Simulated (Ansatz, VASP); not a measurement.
Two plane-wave programs on BN

```
B N
1.0
     2.50612    0.00000    0.00000
    -1.25306    2.17037    0.00000
     0.00000    0.00000    6.59736
B N
2 2
Direct
  0.93365 0.86730 0.48545
  0.33333 0.66667 0.00000
  0.00000 0.00000 0.00000
  0.66667 0.33333 0.50000
```

Alike in both runs: task single point; functional PBE; dispersion D3(BJ); k mesh 12 × 12 × 4; occupations gaussian, width 0.05 eV; no spin polarisation.

|  | VASP | Ansatz |
| --- | --- | --- |
| version | VASP 6.6.1 | Ansatz 0.2.0 |
| potentials or method | VASP PAW PBE potentials, release 64 (B, N), cutoff 520 eV | scalar-relativistic, plane waves, PAW |
| valence electrons in the cell | 16 | 16 |

```tsv
	VASP	Ansatz	Ansatz less VASP
gap on the k mesh at the Fermi level (eV)	2.23	2.24	+0.013
least direct gap on the mesh (eV)	3.73	3.74	+0.008
pressure (GPa)	21.3	21.1	-0.19
traceless stress, the component that is largest in VASP (GPa)	44.88	44.35	-0.535
rms of the force components (eV/Å)	8.119	8.058	-0.0610
```

Atom by atom the forces differ by 0.061 eV/Å (rms over components).
